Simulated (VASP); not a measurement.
# Mo (Im-3m) in VASP: further runs

Runs on Mo. Level: PBEsol. Tasks: single point, relaxation of cell and atoms.

Program: VASP 6.6.1. These are calculated values, not measurements. Logs are shortened: lines on timing, memory, paths and dates and some standing lists are left out, and cuts for length are marked.

### 1 The cell of the first run

Symmetry: Im-3m, No. 229, cubic system. Conventional cell: a = 3.131 Å, b = 3.131 Å, c = 3.131 Å, α = 90.00°, β = 90.00°, γ = 90.00°. Mo (site symmetry m-3m) has 14 Mo at 2.71 to 3.13 Å within 3.6 Å.

### 2 Single point, PBEsol

INCAR

```
SYSTEM = Mo
ALGO = Normal
EDIFF = 1E-6
ENCUT = 500
GGA = PS
GGA_COMPAT = .FALSE.
ISIF = 2
ISMEAR = -1
LASPH = .TRUE.
LCHARG = .TRUE.
LELF = .TRUE.
LREAL = .FALSE.
LVHAR = .TRUE.
LWAVE = .FALSE.
NBANDS = 13
NELM = 120
PREC = Accurate
SIGMA = 0.1
```

KPOINTS

```
k-points
0
G
  8 8 8
  0 0 0
```

POSCAR

```
Mo
1.0
    2.7114582470     -0.0000000150     -0.0000000260
   -0.9038194015      2.5563873561     -0.0000000260
   -0.9038194015     -1.2781936405      2.2138964140
Mo
1
Direct
    0.0000000000      0.0000000000      0.0000000000
```

Potentials or basis: VASP PAW PBE potentials, release 64 (Mo_sv).

Run with:

```sh
cat potpaw_PBE.64/Mo_sv/POTCAR > POTCAR
mpirun -np 1 vasp_std > vasp.out
```

OUTCAR:

```text
SYSTEM = Mo
   EDIFF = 1E-6
   ENCUT = 500
   GGA = PS
   ISIF = 2
   ISMEAR = -1
   LASPH = .TRUE.
   LREAL = .FALSE.
   NELM = 120
   PREC = Accurate

 ion  position               nearest neighbor table
   1  0.000  0.000  0.000-

  LATTYP: Found a body centered cubic cell.
 ALAT       =     3.1309222976

  Lattice vectors:

 A1 = (   2.7114582470,  -0.0000000150,  -0.0000000260)
 A2 = (  -0.9038194015,   2.5563873561,  -0.0000000260)
 A3 = (  -0.9038194015,  -1.2781936405,   2.2138964140)

Analysis of symmetry for initial positions (statically):
=====================================================================
 Subroutine PRICEL returns:
 Original cell was already a primitive cell.

 Routine SETGRP: Setting up the symmetry group for a
 body centered cubic supercell.

 Subroutine GETGRP returns: Found 48 space group operations
 (whereof 48 operations were pure point group operations)
 out of a pool of 48 trial point group operations.

The static configuration has the point symmetry O_h .

Analysis of symmetry for dynamics (positions and initial velocities):
=====================================================================
 Subroutine PRICEL returns:
 Original cell was already a primitive cell.

 Routine SETGRP: Setting up the symmetry group for a
 body centered cubic supercell.

 Subroutine GETGRP returns: Found 48 space group operations
 (whereof 48 operations were pure point group operations)
 out of a pool of 48 trial point group operations.

The dynamic configuration has the point symmetry O_h .

 Subroutine INISYM returns: Found 48 space group operations
 (whereof 48 operations are pure point group operations),
 and found     1 'primitive' translations

----------------------------------------------------------------------------------------

                                     Primitive cell

  volume of cell :      15.3457

  direct lattice vectors                    reciprocal lattice vectors
     2.711458247 -0.000000015 -0.000000026     0.368805239  0.130392343  0.225846156
    -0.903819401  2.556387356 -0.000000026     0.000000004  0.391177029  0.225846156
    -0.903819401 -1.278193641  2.213896414     0.000000004  0.000000006  0.451692322

  length of vectors
     2.711458247  2.711458247  2.711458247     0.451692322  0.451692322  0.451692322

  position of ions in fractional coordinates (direct lattice)
     0.000000000  0.000000000  0.000000000

  ion indices of the primitive-cell ions
   primitive index   ion index
                 1           1

----------------------------------------------------------------------------------------

 KPOINTS: k-points

Automatic generation of k-mesh.
 Grid dimensions read from file:
 generate k-points for:    8    8    8

 Generating k-lattice:

  Cartesian coordinates                     Fractional coordinates (reciprocal lattice)
     0.046100655  0.016299043  0.028230769     0.125000000  0.000000000  0.000000000
     0.000000001  0.048897129  0.028230769    -0.000000000  0.125000000  0.000000000
     0.000000001  0.000000001  0.056461540     0.000000000  0.000000000  0.125000000

  Length of vectors
     0.056461540  0.056461540  0.056461540

  Shift w.r.t. Gamma in fractional coordinates (k-lattice)
     0.000000000  0.000000000  0.000000000

 Subroutine IBZKPT returns following result:
 ===========================================

 Found     29 irreducible k-points:

 Following reciprocal coordinates:
            Coordinates               Weight
  0.000000  0.000000  0.000000      1.000000
  0.125000 -0.000000  0.000000     12.000000
  0.250000 -0.000000  0.000000     12.000000
  0.375000 -0.000000  0.000000     12.000000
  0.500000 -0.000000  0.000000      6.000000
  0.125000  0.125000  0.000000     24.000000
[... 16 lines left out ...]
 -0.250000  0.250000  0.250000      6.000000
 -0.375000  0.375000  0.250000     24.000000
 [... further k-points ...]
   k-points           NKPTS =     29   k-points in BZ     NKDIM =     29   number of bands    NBANDS=     13
   number of dos      NEDOS =    301   number of ions     NIONS =      1
   total plane-waves  NPLWV =   8000
   dimension x,y,z NGX =    20 NGY =   20 NGZ =   20
   dimension x,y,z NGXF=    40 NGYF=   40 NGZF=   40
   ions per type =               1
   NGX,Y,Z   is equivalent  to a cutoff of  12.26, 12.26, 12.26 a.u.
   NGXF,Y,Z  is equivalent  to a cutoff of  24.52, 24.52, 24.52 a.u.
 SYSTEM =  Mo
   PREC   = accura    normal or accurate (medium, high low for compatibility)
   ISTART =      0    job   : 0-new  1-cont  2-samecut
   ICHARG =      2    charge: 1-file 2-atom 10-const
   ISPIN  =      1    spin polarized calculation?
   LNONCOLLINEAR =      F non collinear calculations
   LSORBIT =      F    spin-orbit coupling
   LASPH  =      T    aspherical Exc in radial PAW
   ENCUT  =  500.0 eV  36.75 Ry    6.06 a.u.   4.94  4.94  4.94*2*pi/ulx,y,z
   NELM   =    120;   NELMIN=  2; NELMDL= -5     # of ELM steps
   EDIFF  = 0.1E-05   stopping-criterion for ELM
   LREAL  =      F    real-space projection
   EDIFFG = 0.1E-04   stopping-criterion for IOM
   NSW    =      0    number of steps for IOM
   IBRION =     -1    ionic relax: 0-MD 1-quasi-New 2-CG
   NFREE  =      0    steps in history (QN), initial steepest desc. (CG)
   ISIF   =      2    stress and relaxation
   ISYM   =      2    0-nonsym 1-usesym 2-fastsym
   POTIM  = 0.5000    time-step for ionic-motion
   TEBEG  =    0.0;   TEEND  =   0.0 temperature during run
   PSTRESS=    0.0 pullay stress
   NELECT =      14.0000    total number of electrons
   NUPDOWN=      -1.0000    fix difference up-down
   EMIN   =  10.00;   EMAX   =-10.00  energy-range for DOS
   EFERMI =   0.00;   METHOD = LEGACY
   ISMEAR =    -1;   SIGMA  =   0.10  broadening in eV -4-tet -1-fermi 0-gaus
   EFERMI_NEDOS =   21; number of points for ismear=-14 and -15
   IALGO  =     38    algorithm
   IMIX   =      4    mixing-type and parameters
     AMIX     =   0.40;   BMIX     =  1.00
     AMIX_MAG =   1.60;   BMIX_MAG =  1.00
  volume/ion in A,a.u.               =      15.35       103.56
  Fermi-wavevector in a.u.,A,eV,Ry     =   1.587774  3.000457 34.300624  2.521025
  Thomas-Fermi vector in A             =   2.686879
   LORBIT       =      0    0 simple, 1 ext, 2 COOP (PROOUT), +10 PAW based schemes
   GGA     = PS    functional components
   LHFCALC =     F    Hartree Fock is set to
   AEXX    =    0.0000 exact exchange contribution
   IVDW    =     0    specifies the selected vdW correction
   LEPSILON=     F    determine dielectric tensor
   LRPA    =     F    only Hartree local field effects (RPA)
 non-spin polarized calculation
  energy-cutoff  :      500.00
  volume of cell :       15.35
 maximum number of plane-waves:       402
   NGX =  9   NGY =  9   NGZ =  9

 number of electron      13.9999998 magnetization

 Free energy of the ion-electron system (eV)
  ---------------------------------------------------
  ext. energy  EPLUGINS =         0.00000000
  ---------------------------------------------------
  free energy    TOTEN  =       -11.76825109 eV

  energy without entropy =      -11.74108397  energy(sigma->0) =      -11.75466753

 E-fermi :  12.6569     XC(G=0): -13.6326

 val. band max:       12.6113234314   @ k =  -0.2500   0.2500   0.1250
 cond. band min:      12.7815320761   @ k =   0.3750  -0.0000   0.0000
 fundamental gap:      0.1702086447
 Fermi energy:        12.6568657392

 k-point     1 :       0.0000    0.0000    0.0000
  band No.  band energies     occupation
      1     -48.4274      2.00000
      2     -21.6707      2.00000
      3     -21.6707      2.00000
      4     -21.6707      2.00000
      5       5.4181      2.00000
      6      11.3644      2.00000
      7      11.3644      2.00000
      8      11.3644      2.00000
      9      14.4473      0.00000
     10      14.4473      0.00000
     11      27.5983      0.00000
     12      27.5983      0.00000
     13      27.5983      0.00000

 k-point     2 :       0.1250   -0.0000    0.0000
  band No.  band energies     occupation
      1     -48.3861      2.00000
      2     -21.9041      2.00000
      3     -21.7426      2.00000
      4     -21.6726      2.00000
      5       6.0929      2.00000
      6      10.9879      2.00000
      7      11.2692      2.00000
      8      12.0237      1.99645
      9      13.9968      0.00000
     10      14.4654      0.00000
     11      28.0361      0.00000
     12      28.7641      0.00000
     13      28.8145      0.00000

 k-point     3 :       0.2500   -0.0000    0.0000
  band No.  band energies     occupation
      1     -48.2853      2.00000
      2     -22.4455      2.00000
      3     -21.9127      2.00000
      4     -21.6773      2.00000
      5       7.4113      2.00000
      6      10.1949      2.00000
      7      11.1623      2.00000
      8      13.8549      0.00001
      9      13.9114      0.00001
     10      14.6133      0.00000
     11      27.6372      0.00000
     12      29.1636      0.00000
     13      31.8546      0.00000
[... 305 lines left out ...]
 k-point    23 :      -0.2500    0.2500    0.2500
  band No.  band energies     occupation
      1     -48.1640      2.00000
      2     -22.4748      2.00000
      3     -22.1760      2.00000
      4     -22.1760      2.00000
      5       8.9569      2.00000
      6       9.9762      2.00000
      7      12.1273      1.99002
      8      12.1273      1.99002
      9      13.6596      0.00009
     10      16.2795      0.00000
     11      28.0642      0.00000
     12      31.3372      0.00000
     13      31.7001      0.00000

 k-point    24 :      -0.3750    0.3750    0.2500
  band No.  band energies     occupation
      1     -48.0766      2.00000
      2     -22.7813      2.00000
      3     -22.3554      2.00000
      4     -22.2210      2.00000
      5       8.7026      2.00000
      6       9.2971      2.00000
      7      12.1196      1.99076
      8      12.9736      0.08079
      9      15.7450      0.00000
     10      17.8756      0.00000
     11      26.7996      0.00000
     12      28.8661      0.00000
     13      29.8779      0.00000

 [... further k-points ...]

------------------------ aborting loop because EDIFF is reached ----------------------------------------

  FORCE on cell =-STRESS in cart. coord.  units (eV):
  Direction    XX          YY          ZZ          XY          YZ          ZX
  --------------------------------------------------------------------------------------
  -------------------------------------------------------------------------------------
  Total        0.0550440      0.0550440      0.0550440      0.0000000      0.0000000      0.0000000
  in kB        5.7469059      5.7469059      5.7469059      0.0000000      0.0000000      0.0000000
  external PRESSURE =       5.7469059 kB  Pullay stress =       0.0000000 kB

 VOLUME and BASIS-vectors are now :
 -----------------------------------------------------------------------------
  energy-cutoff  :      500.00
  volume of cell :       15.35
      direct lattice vectors                 reciprocal lattice vectors
     2.711458247 -0.000000015 -0.000000026     0.368805239  0.130392343  0.225846156
    -0.903819401  2.556387356 -0.000000026     0.000000004  0.391177029  0.225846156
    -0.903819401 -1.278193641  2.213896414     0.000000004  0.000000006  0.451692322

 POSITION                                       TOTAL-FORCE (eV/Angst)
 -----------------------------------------------------------------------------------
      0.00000      0.00000      0.00000         0.000000     -0.000000     -0.000000
 -----------------------------------------------------------------------------------
    total drift:                               -0.000000      0.000000      0.000000

  FREE ENERGIE OF THE ION-ELECTRON SYSTEM (eV)
  ---------------------------------------------------
  free  energy   TOTEN  =       -11.7682510864 eV

  energy  without entropy=      -11.7410839714  energy(sigma->0) =      -11.75466753
```

Wall time 2.8 s (1 thread of Intel Xeon 6975P-C (Granite Rapids), shared host); peak memory 0.12 GiB.

Results:

```
Free energy            : -11.7683 eV
Pressure               : 0.6 GPa
Band gap on the k mesh : zero (bands 7 and 8 overlap by 5.52 eV)
```

Levels at points of the mesh, in eV from the Fermi level:
| k point | band 3 | band 4 | band 5 | band 6 | band 7 | band 8 | band 9 | band 10 | band 11 | band 12 |
| --- | --- | --- | --- | --- | --- | --- | --- | --- | --- | --- |
| (0.00, 0.00, 0.00) | -34.33 | -34.33 | -7.24 | -1.29 | -1.29 | -1.29 | 1.79 | 1.79 | 14.94 | 14.94 |
| (0.50, 0.00, 0.00) | -34.80 | -34.34 | -5.36 | -3.39 | 1.78 | 1.84 | 2.48 | 5.02 | 12.03 | 12.07 |
| (0.50, 0.50, 0.50) | -35.36 | -35.36 | -5.51 | -5.51 | 4.23 | 4.23 | 4.23 | 9.27 | 9.27 | 9.27 |

Caveat: the PAW data sets were made with another functional, which shifts forces and pressure a little.

### 3 Relaxation of cell and atoms, PBEsol

This run uses another cell than the first one, of 15.58 Å³/atom.

INCAR

```
SYSTEM = Mo
ALGO = Normal ; EDIFF = 1E-7
EDIFFG = -0.03 ; ENCUT = 500
GGA = PS ; GGA_COMPAT = .FALSE.
IBRION = 2 ; ISIF = 3
ISMEAR = -1 ; LASPH = .TRUE.
LCHARG = .FALSE. ; LREAL = .FALSE.
LWAVE = .FALSE. ; NELM = 120
NELMIN = 4 ; NSW = 80
PREC = Accurate ; SIGMA = 0.1
```

KPOINTS is that of step 2.

POSCAR

```
Mo
1.0
    2.7252350000      0.0000000000      0.0000000000
   -0.9084116382      2.5693762085      0.0000000000
   -0.9084116382     -1.2846880439      2.2251451033
Mo
1
Direct
    0.0000000000      0.0000000000      0.0000000000
```

Potentials or basis: VASP PAW PBE potentials, release 64 (Mo_sv).

Run with:

```sh
cat potpaw_PBE.64/Mo_sv/POTCAR > POTCAR
mpirun -np 1 vasp_std > vasp.out
```

It took 5.3 s on 1 thread of Intel Xeon 6975P-C (Granite Rapids), shared host; peak memory 0.12 GiB.

The run converged. Its results:

| Quantity | Value |
| --- | --- |
| Free energy | -11.7684 eV |
| Relaxed volume | 15.38 Å³/atom |
| Relaxed cell | a = 2.714 Å, b = 2.714 Å, c = 2.714 Å, α = 109.47°, β = 109.47°, γ = 109.47° |
| Space group after relaxing (to 0.1 Å) | Im-3m (No. 229) |
| Energy gained by relaxing | 2.2 meV/atom |
| Ionic steps | 3 |
| Pressure after relaxing | 0.0 GPa |
| Band gap on the k mesh | zero (bands 7 and 8 overlap by 5.50 eV) |

Step by step:
```tsv
step	energy change (eV)	largest force (eV/Å)	pressure (GPa)	volume (Å³)
1	0.0000	0.0000	-3.50	15.58
2	0.0157	0.0000	10.76	14.83
3	-0.0022	0.0000	-0.04	15.38
```

Final structure:
```cif
data_structure
_symmetry_space_group_name_H-M 'P 1'
_symmetry_Int_Tables_number 1
_cell_length_a 2.7135
_cell_length_b 2.7135
_cell_length_c 2.7135
_cell_angle_alpha 109.471
_cell_angle_beta 109.471
_cell_angle_gamma 109.471
_cell_volume 15.38
loop_
_atom_site_label
_atom_site_type_symbol
_atom_site_fract_x
_atom_site_fract_y
_atom_site_fract_z
_atom_site_occupancy
Mo1 Mo 0.00000 0.00000 0.00000 1
```

Levels at points of the mesh, in eV from the Fermi level:
```
           k point  band 4  band 5  band 6  band 7  band 8  band 9  band 10  band 11
(0.00, 0.00, 0.00)  -34.33   -7.23   -1.29   -1.29   -1.29    1.79     1.79    14.94
(0.50, 0.00, 0.00)  -34.35   -5.34   -3.38    1.78    1.83    2.47     5.01    12.00
(0.50, 0.50, 0.50)  -35.35   -5.49   -5.49    4.22    4.22    4.22     9.26     9.26
```

Caveat: the PAW data sets were made with another functional, which shifts forces and pressure a little.
